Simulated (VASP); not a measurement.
# SbMo (rocksalt type): single point with LDA

The system is SbMo (rocksalt type).

```
Mo Sb
1.0
     0.00000    2.61540    2.61540
     2.61540    0.00000    2.61540
     2.61540    2.61540    0.00000
Mo Sb
1 1
Direct
  0.00000 0.00000 0.00000
  0.50000 0.50000 0.50000
```

This cell differs from its parent crystal: volume scaled by 0.9.

```
Program                : VASP 6.6.1
Task                   : single point
Functional             : LDA
Potentials or basis    : VASP PAW LDA potentials, release 64 (Mo_sv, Sb)
Cutoff                 : 520 eV
k mesh                 : 13 × 13 × 13
Occupations            : fermi-dirac, width 0.1 eV
Spin                   : no spin polarisation
Dipole correction      : no
Further INCAR settings : ALGO = Normal; EDIFF = 1e-06; NBANDS = 16
```

The pressure is 19.9 GPa.

Levels at points of the mesh, in eV from the Fermi level:
```tsv
k point	band 6	band 7	band 8	band 9	band 10	band 11	band 12	band 13	band 14	band 15
(0.00, 0.00, 0.00)	-1.78	-1.78	-1.78	-1.10	-1.10	1.58	1.58	1.58	6.73	8.53
```

It took 61 s on 1 thread of Intel Xeon 8259CL, on a shared host, peak memory 0.17 GiB.

Caveat: spin-orbit coupling is left out, which moves the levels of the heavy elements.
